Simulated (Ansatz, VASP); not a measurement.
This is a calculation of HfN for VASP 6.6.1.

File INCAR:

```
PREC = Accurate
ENCUT = 520
EDIFF = 1E-8
ISMEAR = -5
SIGMA = 0.05
LREAL = F
LASPH = T
NELM = 80
ALGO = Normal
ISIF = 2
LWAVE = F
LCHARG = F
GGA = PE
IVDW = 12
LEFG = T
NBANDS = 14
```

KPOINTS

```
regular mesh
0
Gamma
  10 10 10
```

The input POSCAR:

```
HfN
1.0
    0.0000000000      2.2560000000      2.2560000000
    2.2560000000      0.0000000000      2.2560000000
    2.2560000000      2.2560000000      0.0000000000
Hf N
1 1
Direct
    0.0000000000      0.0000000000      0.0000000000
    0.5000000000      0.5000000000      0.5000000000
```

Potentials or basis: VASP PAW PBE potentials, release 64 (Hf_pv, N).

Launch:

```bash
$ cat potpaw_PBE.64/Hf_pv/POTCAR potpaw_PBE.64/N/POTCAR > POTCAR
$ mpirun -np 1 vasp_std > vasp.out
```

**Question.** Set up the same calculation for Ansatz 0.2.0. Potentials there: Ansatz PAW.

**Answer.** As run (the cutoff follows the program's own potentials):

input.yaml

```yaml
crystal:
  lattice:
    - [0.0, 2.256, 2.256]
    - [2.256, 0.0, 2.256]
    - [2.256, 2.256, 0.0]
  atoms:
    - { symbol: Hf, position: [0.0, 0.0, 0.0] }
    - { symbol: "N", position: [0.5, 0.5, 0.5] }
hamiltonian:
  xc: pbe
  pseudopotentials: { kind: paw, core: small }
  dispersion: d3bj
kpoints:
  mp_grid: { grid: [10, 10, 10] }
scf:
  occupations: { method: tetrahedron }
output:
  forces: true
  stress: true
  efg: {}
```

Potentials or basis: Ansatz PAW.

Command:

```sh
$ ansatz run input.yaml --threads 1 --pin off --max-ram 2560MiB --backend cpu --events-out ev --progress --plain --runs-dir out
```

Both were run:

|  | VASP | Ansatz | Ansatz less VASP |
| --- | --- | --- | --- |
| gap on the k mesh at the Fermi level (eV) | none | none | - |
| pressure (GPa) | -1.5 | 0.9 | +2.40 |

A gap of «none» marks a metal or a gap that the smearing closes. VASP's potentials hold 15 valence electrons a cell and Ansatz's 31, so a difference there can come from the potentials and not from the codes.

Neither program's run includes spin-orbit coupling.
